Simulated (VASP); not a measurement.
A run of VASP 6.6.1 is set up as follows.

File INCAR:

```
PREC     = Accurate       # precision mode
ENCUT    = 520            # plane-wave cutoff, eV
EDIFF    = 1E-7           # SCF threshold, eV
ISMEAR   = 0              # smearing method
SIGMA    = 0.15           # smearing width, eV
LREAL    = False          # projectors in reciprocal space
LASPH    = True           # aspherical terms in the spheres
NELM     = 100            # most SCF steps
ALGO     = Fast           # electronic algorithm
ISIF     = 2              # what is computed and relaxed
LWAVE    = False          # write WAVECAR
LCHARG   = True           # write CHGCAR
GGA      = PE             # functional
LELF     = True           # ELF
LVHAR    = True         
NBANDS   = 36             # bands
```

The input KPOINTS:

```
Automatic mesh
0
Gamma
  18 18 6
```

The input POSCAR:

```
Mo
1.0
   -1.5710000000      1.5710000000     -1.5710000000
   -1.5710000000     -1.5710000000      1.5710000000
    0.0000000000      6.6375533906      6.6375533906
Mo
4
Direct
    0.0000000000      0.0000000000      0.8283925833
    0.5000000000      0.5000000000      0.1183417976
    0.0000000000      0.0000000000      0.3550253928
    0.5000000000      0.5000000000      0.5917089881
```

Potentials or basis: VASP PAW PBE potentials, release 64 (Mo_sv).

Run with:

```bash
$ cat potpaw_PBE.64/Mo_sv/POTCAR > POTCAR
$ mpirun -np 1 vasp_std > vasp.out
```

(1) Predict the pressure.

(2) Predict the largest force.

(3) Estimate the band gap on the k mesh.

Results:

(1) -4.0 GPa.

(2) 1.523 eV/Å.

(3) zero (bands 28 and 29 overlap by 2.40 eV).

Caveat: the cell differs from its parent crystal (the distance across one plane changed); the cell stands under tension; forces of over 1 eV/Å act on the atoms, so gaps and moduli don't describe the material at rest.
